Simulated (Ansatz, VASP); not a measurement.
SiGeO4 in VASP and in Ansatz

```
Si Ge O
1.0
     0.00000    3.86474    3.86474
     3.86474    0.00000    3.86474
     3.86474    3.86474    0.00000
Si Ge O
1 1 4
Direct
  0.75000 0.75000 0.75000
  0.50000 0.50000 0.50000
  0.11220 0.62927 0.62927
  0.62927 0.11220 0.62927
  0.62927 0.62927 0.11220
  0.62927 0.62927 0.62927
```

Alike in both runs: task single point; functional r2SCAN; k mesh 6 × 6 × 6; occupations gaussian, width 0.02 eV; no spin polarisation.

|  | VASP | Ansatz |
| --- | --- | --- |
| version | VASP 6.6.1 | Ansatz 0.2.0 |
| potentials or method | VASP PAW PBE potentials, release 64 (Si, Ge_d, O), cutoff 520 eV | scalar-relativistic, plane waves, PAW |
| valence electrons in the cell | 42 | 42 |

VASP gave:

| Item | Value |
| --- | --- |
| gap on the k mesh at the Fermi level (eV) | 4.77 |
| least direct gap on the mesh (eV) | 4.77 |
| pressure (GPa) | -3.4 |
| rms of the force components (eV/Å) | 0.040 |

Question: Estimate Ansatz's values.

Answer: gap on the k mesh at the Fermi level (eV): 4.80; least direct gap on the mesh (eV): 4.80; pressure (GPa): -3.8; rms of the force components (eV/Å): 0.063.

VASP's potentials were made for PBE, not for r2SCAN. Atom by atom the forces differ by 0.024 eV/Å (rms over components). Ansatz's warnings: xc potential rough in thin density.
